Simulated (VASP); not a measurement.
Crystal: NbP.

```
CELL_PARAMETERS angstrom
0.00000 2.69251 2.69251
2.69251 0.00000 2.69251
2.69251 2.69251 0.00000
ATOMIC_POSITIONS crystal
Nb 0.00000 0.00000 0.00000
P 0.25000 0.25000 0.25000
```

| Item | Value |
| --- | --- |
| Program | VASP 6.6.1 |
| Task | relaxation of cell and atoms |
| Functional | PBEsol |
| Potentials or basis | VASP PAW PBE potentials, release 64 (Nb_sv, P) |
| Cutoff | 600 eV |
| k mesh | 6 × 6 × 6 |
| Occupations | gaussian, width 0.1 eV |
| Spin | no spin polarisation |

At the start: pressure 10.7 GPa; volume 19.52 Å³/atom.

**Question.** Where does the relaxation end?

**Answer.** Over 3 steps the energy falls by 49.2 meV/atom and the volume is 21.13 Å³/atom (+8.3 %); space group F-43m (No. 216, to 0.05 Å).

The path:
```csv
step,energy change (eV),largest force (eV/Å),pressure (GPa),volume (Å³)
1,0.0000,0.0000,10.69,39.04
2,0.0623,0.0000,-10.06,46.87
3,-0.0983,0.0000,-0.20,42.26
```

Final structure:
```yaml
crystal:
  lattice:
    - [0.00000, 2.76469, 2.76469]
    - [2.76469, 0.00000, 2.76469]
    - [2.76469, 2.76469, 0.00000]
  atoms:
    - { symbol: Nb, position: [0.00000, 0.00000, 0.00000] }
    - { symbol: P, position: [0.25000, 0.25000, 0.25000] }
```

Caveat: the PAW data sets were made with another functional, which shifts forces and pressure a little.
